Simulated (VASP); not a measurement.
Input of a VASP 6.6.1 run:

INCAR

```
SYSTEM = TlBi2
PREC = Accurate
ENCUT = 600
EDIFF = 1E-6
ISMEAR = 0
SIGMA = 0.1
LREAL = .False.
LASPH = .True.
NELM = 100
ALGO = Normal
ISIF = 3
LWAVE = .False.
LCHARG = .False.
GGA = PS
IBRION = 2
NSW = 50
EDIFFG = -0.003
```

The input KPOINTS:

```
regular mesh
0
Gamma
  9 9 12
  0 0 0
```

POSCAR

```
TlBi2
1.0
    5.6736747889      0.0000000000      0.0000000000
   -2.8368373944      4.9135465000      0.0000000000
    0.0000000000      0.0000000000      3.3332319559
Tl Bi
1 2
Direct
    0.0000000000      0.0000000000      0.0000000000
    0.6666666667      0.3333333333      0.5000000000
    0.3333333333      0.6666666667      0.5000000000
```

Potentials or basis: VASP PAW PBE potentials, release 64 (Tl_d, Bi_d).

Command:

```sh
$ cat potpaw_PBE.64/Tl_d/POTCAR potpaw_PBE.64/Bi_d/POTCAR > POTCAR
$ mpirun -np 1 vasp_std > vasp.out
```

Predict the space group after relaxing (to 0.05 Å).

P6/mmm (No. 191).

Predict the relaxed volume.

30.61 Å³/atom.

What does it give for the relaxed cell?

a = 5.651 Å, b = 5.651 Å, c = 3.320 Å, α = 90.00°, β = 90.00°, γ = 120.00°.

Final structure:
```
CELL_PARAMETERS angstrom
5.65088 0.00000 0.00000
-2.82544 4.89381 0.00000
0.00000 0.00000 3.32036
ATOMIC_POSITIONS crystal
Tl 0.00000 0.00000 0.00000
Bi 0.66667 0.33333 0.50000
Bi 0.33333 0.66667 0.50000
```

Caveat: the PAW data sets were made with another functional, which shifts forces and pressure a little.
